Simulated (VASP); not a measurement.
# BN: single point with LDA

Crystal: BN.

```
B N
1.0
     0.00000    1.79028    1.79028
     1.79028    0.00000    1.79028
     1.79028    1.79028    0.00000
B N
1 1
Direct
  0.00000 0.00000 0.00000
  0.75000 0.75000 0.75000
```

```yaml
Program: VASP 6.6.1
Task: single point
Functional: LDA
Potentials_or_basis: VASP PAW LDA potentials, release 64 (B_h, N_h)
Cutoff: 1330 eV
k_mesh: 12 × 12 × 12
Occupations: gaussian, width 0.02 eV
Spin: no spin polarisation
```

```
Pressure               : 0.7 GPa
Band gap on the k mesh : 4.38 eV (least direct gap 8.82 eV)
```

Levels at points of the mesh, in eV from the valence-band top:
| k point | band 2 | band 3 | band 4 | band 5 | band 6 | band 7 |
| --- | --- | --- | --- | --- | --- | --- |
| (0.00, 0.00, 0.00) | 0.00 | 0.00 | 0.00 | 8.82 | 8.82 | 8.82 |
| (0.50, 0.00, 0.00) | -10.98 | -2.00 | -2.00 | 10.59 | 10.73 | 10.73 |
| (0.50, 0.50, 0.00) | -9.07 | -5.07 | -5.07 | 4.38 | 9.31 | 18.14 |

Run time: 14 s on 1 thread of Intel(R) Xeon(R) 6975P-C (Granite Rapids), with other jobs on the host, peak memory 0.16 GiB.

A k mesh can miss the band edges.
